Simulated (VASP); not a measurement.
Ge:

```
CELL_PARAMETERS angstrom
-1.60842 1.60842 1.87318
1.60842 -1.60842 1.87318
1.60842 1.60842 -1.87318
ATOMIC_POSITIONS crystal
Ge 0.50000 0.50000 0.00000
```

```yaml
Program: VASP 6.6.1
Task: relaxation of cell and atoms
Functional: PBEsol
Dispersion: D4
Potentials_or_basis: VASP PAW PBE potentials, release 64 (Ge_d)
Cutoff: 600 eV
k_mesh: 12 × 12 × 12
Occupations: fermi-dirac, width 0.05 eV
Spin: no spin polarisation
```

At the start: pressure -4.6 GPa; volume 19.38 Å³/atom.

Task: How do energy, volume and symmetry change on relaxing?

Result: Over 8 steps the energy falls by 20.5 meV/atom and the volume is 17.99 Å³/atom (-7.2 %); space group I4/mmm (No. 139, to 0.05 Å).

Step by step:
```
step  energy change (eV)  largest force (eV/Å)  pressure (GPa)  volume (Å³)
   1              0.0000                0.0000           -4.57        19.38
   2             -0.0200                0.0000            0.37        17.87
   3             -0.0203                0.0000            0.18        17.99
   4             -0.0204                0.0000           -0.01        18.04
   5             -0.0204                0.0000           -0.01        18.03
   6             -0.0204                0.0000           -0.14        18.02
   7             -0.0205                0.0000           -0.26        18.00
   8             -0.0205                0.0000            0.01        17.99
```

Final structure:
```yaml
crystal:
  lattice:
    - [-1.57471, 1.57471, 1.81388]
    - [1.57471, -1.57471, 1.81388]
    - [1.57471, 1.57471, -1.81388]
  atoms:
    - { symbol: Ge, position: [0.50000, 0.50000, 0.00000] }
```

Caveat: the PAW data sets were made with another functional, which shifts forces and pressure a little; pairwise dispersion overbinds metals, which lowers pressure and volume.
